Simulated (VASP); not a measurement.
Here is a VASP 6.6.1 calculation.

The input INCAR:

```
SYSTEM = TlZn2
  PREC = Accurate
  ENCUT = 520
  EDIFF = 1E-7
  ISMEAR = 0
  SIGMA = 0.1
  LREAL = .False.
  LASPH = .True.
  NELM = 100
  ALGO = Normal
  ISIF = 2
  LWAVE = .False.
  LCHARG = .True.
  GGA = PE
  LELF = .True.
  LVHAR = .True.
  NBANDS = 26
```

Contents of KPOINTS:

```
regular mesh
0
Gamma
  6 6 4
  0 0 0
```

File POSCAR:

```
TlZn2
1.0
    4.4314933683      0.0000000000      0.0000000000
   -2.2157466841      3.8377858336      0.0000000000
    0.0000000000      0.0000000000      3.9436001124
Zn Tl
2 1
Direct
    0.3333333333      0.6666666667      0.5000000000
    0.6666666667      0.3333333333      0.5000000000
    0.0000000000      0.0000000000      0.0000000000
```

Potentials or basis: VASP PAW PBE potentials, release 64 (Zn, Tl_d).

Launch:

```console
$ cat potpaw_PBE.64/Zn/POTCAR potpaw_PBE.64/Tl_d/POTCAR > POTCAR
$ mpirun -np 1 vasp_std > vasp.out
```

(1) Predict the pressure.

## Answers

(1) 0.2 GPa.

Caveat: the k points lie up to 0.40 Å⁻¹ apart.
